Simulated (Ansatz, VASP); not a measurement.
# Two plane-wave programs on Pt4C

```
CELL_PARAMETERS angstrom
2.77040 0.00000 0.00000
0.00000 3.91794 0.00000
0.00000 0.00000 21.09697
ATOMIC_POSITIONS crystal
Pt 0.50000 0.50000 0.18960
Pt 0.00000 0.00000 0.25526
Pt 0.50000 0.50000 0.32563
Pt 0.00000 0.00000 0.38380
C 0.00000 0.33333 0.53406
```

Alike in both runs: task single point; functional PBEsol; k mesh 10 × 7 × 1; occupations gaussian, width 0.1 eV; collinear spin.

```csv
,VASP,Ansatz
version,VASP 6.6.1,Ansatz 0.2.0
potentials or method,"VASP PAW PBE potentials, release 64 (Pt, C), cutoff 520 eV","scalar-relativistic, plane waves, PAW"
valence electrons in the cell,44,76
```

```tsv
	VASP	Ansatz	Ansatz less VASP
gap on the k mesh at the Fermi level (eV)	none	none	-
rms of the force components (eV/Å)	0.422	0.425	+0.0024
net moment per atom (μB)	0.26	0.26	+0.003
size of the moment on the site where the two differ most (μB)	0.83	1.37	+0.539
```

VASP's potentials were made for PBE, not for PBEsol, and Ansatz warns of the same on its side. Site moments also hang on the region over which each program counts them. Atom by atom the forces differ by 0.008 eV/Å (rms over components). A gap of «none» marks a metal or a gap that the smearing closes. VASP's potentials hold 44 valence electrons a cell and Ansatz's 76, so a difference there can come from the potentials and not from the codes.

Spin-orbit coupling is off throughout.
